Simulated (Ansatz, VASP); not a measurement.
# One calculation of H, two programs

File INCAR:

```
SYSTEM = H
  PREC = Accurate
  ENCUT = 400
  EDIFF = 1E-6
  ISMEAR = 0
  SIGMA = 0.05
  LREAL = .False.
  LASPH = .True.
  NELM = 120
  ALGO = Normal
  ISIF = 2
  LWAVE = .False.
  LCHARG = .True.
  LDIPOL = .True.
  IDIPOL = 3
  DIPOL = 0.5 0.5 0.732
  GGA = PE
  IVDW = 12
  LELF = .True.
  LVHAR = .True.
  LVACPOTAV = .True.
  NBANDS = 8
  GGA_COMPAT = .False.
  NELMDL = -8
```

File KPOINTS:

```
Automatic mesh
0
Gamma
  3 3 1
  0 0 0
```

POSCAR

```
H
1.0
    6.5580551065      0.0000000000      0.0000000000
   -3.2790275533      5.6794423217      0.0000000000
    0.0000000000      0.0000000000     28.4558503180
H
2
Direct
    0.6993244157      0.7956058677      0.7210989369
    0.6566591690      0.8233663293      0.7434127570
```

Input for Ansatz:

```yaml
crystal:
  lattice:
    - [6.5580551065, 0.0, 0.0]
    - [-3.2790275533, 5.6794423217, 0.0]
    - [0.0, 0.0, 28.455850318]
  atoms:
    - { symbol: H, position: [0.6993244157, 0.7956058677, 0.7210989369] }
    - { symbol: H, position: [0.656659169, 0.8233663293, 0.743412757] }
basis:
  ecutwfc: 420
kpoints:
  mp_grid: { grid: [3, 3, 1] }
hamiltonian:
  xc: pbe
  dispersion: d3bj
scf:
  occupations: { method: gaussian, width: 0.05 }
output:
  forces: true
  eigenvalues: true
  write_density: true
  volumetric_format: npy
efield:
  axis: 3
  dipole_correction: true
  ramp_width: 0.04
```

Alike in both runs: task single point; functional PBE; dispersion D3(BJ); k mesh 3 × 3 × 1; occupations gaussian, width 0.05 eV; no spin polarisation.

|  | VASP | Ansatz |
| --- | --- | --- |
| version | VASP 6.6.1 | Ansatz 0.2.0 |
| potentials or method | VASP PAW PBE potentials, release 64 (H), cutoff 400 eV | scalar-relativistic, plane waves, PAW |
| valence electrons in the cell | 2 | 2 |

Ansatz gave:

```
gap on the k mesh at the Fermi level (eV) : 10.02
rms of the force components (eV/Å)        : 0.034
```

What did VASP give for the same quantities?

gap on the k mesh at the Fermi level (eV): 10.02; rms of the force components (eV/Å): 0.026.

Atom by atom the forces differ by 0.008 eV/Å (rms over components).
